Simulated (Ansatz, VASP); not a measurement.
# One calculation of MgO, two programs

```
Mg O
1.0
     3.24474    0.00000    0.00000
    -1.62237    2.81002    0.00000
     0.00000    0.00000    5.34668
Mg O
2 2
Direct
  0.33333 0.66667 0.97703
  0.66667 0.33333 0.47703
  0.33333 0.66667 0.39828
  0.66667 0.33333 0.89828
```

Alike in both runs: task single point; functional PBE; k mesh 9 × 9 × 6; occupations gaussian, width 0.05 eV; no spin polarisation.

```csv
,VASP,Ansatz
version,VASP 6.6.1,Ansatz 0.2.0
potentials or method,"VASP PAW PBE potentials, release 64 (Mg, O), cutoff 520 eV","scalar-relativistic, plane waves, PAW"
valence electrons in the cell,16,32
```

|  | VASP | Ansatz | Ansatz less VASP |
| --- | --- | --- | --- |
| gap on the k mesh at the Fermi level (eV) | 3.27 | 3.29 | +0.019 |
| least direct gap on the mesh (eV) | 3.27 | 3.29 | +0.019 |
| pressure (GPa) | 3.4 | 3.8 | +0.36 |
| traceless stress, the component that is largest in VASP (GPa) | -12.76 | -12.64 | +0.125 |
| rms of the force components (eV/Å) | 0.494 | 0.488 | -0.0060 |

Atom by atom the forces differ by 0.006 eV/Å (rms over components). VASP's potentials hold 16 valence electrons a cell and Ansatz's 32, so a difference there can come from the potentials and not from the codes.
